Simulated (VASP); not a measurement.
## CsHCl: single point with r2SCAN

The system is CsHCl.

```
Cl Cs H
1.0
     4.64614    0.00000    0.00000
     0.00000    4.64614    0.00000
     0.00000    0.00000    7.65334
Cl Cs H
2 2 2
Cartesian
  1.1615 1.1615 4.9946
  3.4846 3.4846 2.6588
  1.1615 1.1615 1.6003
  3.4846 3.4846 6.0530
  3.4846 1.1615 0.0000
  1.1615 3.4846 0.0000
```

- Program: VASP 6.6.1
- Task: single point
- Functional: r2SCAN
- Potentials or basis: VASP PAW PBE potentials, release 64 (Cl, Cs_sv, H)
- Cutoff: 520 eV
- k mesh: 7 × 7 × 5
- Occupations: fermi-dirac, width 0.1 eV
- Spin: no spin polarisation
- Dipole correction: no
- Further INCAR settings: ALGO = Normal; EDIFF = 1e-07; NBANDS = 26

| Quantity | Value |
| --- | --- |
| Pressure | 0.5 GPa |
| Largest force | 0.470 eV/Å |
| Band gap on the k mesh | zero (band 17 reaches -1.28 eV, above the bottom of band 18 at -1.65 eV) |

Forces on the atoms (eV/Å):
```
Cl   0.000  0.000  0.470
Cl   0.000  0.000 -0.470
Cs   0.000  0.000  0.343
Cs   0.000  0.000 -0.343
H    0.000  0.000  0.000
H    0.000  0.000  0.000
```

Stress tensor (GPa, compression positive):
```
 1.27  0.00  0.00
 0.00  1.27  0.00
 0.00  0.00 -1.15
```

Levels at points of the mesh, in eV from the Fermi level:
| k point | band 14 | band 15 | band 16 | band 17 | band 18 | band 19 | band 20 | band 21 |
| --- | --- | --- | --- | --- | --- | --- | --- | --- |
| (0.00, 0.00, 0.00) | -0.60 | -0.36 | -0.36 | -0.34 | -0.33 | 6.68 | 6.71 | 7.44 |

Run time: 5.7 min on 1 thread of AMD EPYC 9R45 96-Core Processor (Zen 5), with other jobs on the host, peak memory 0.33 GiB.

Caveat: the PAW data sets were made with another functional, which shifts forces and pressure a little; spin-orbit coupling is left out, which moves the levels of the heavy elements.
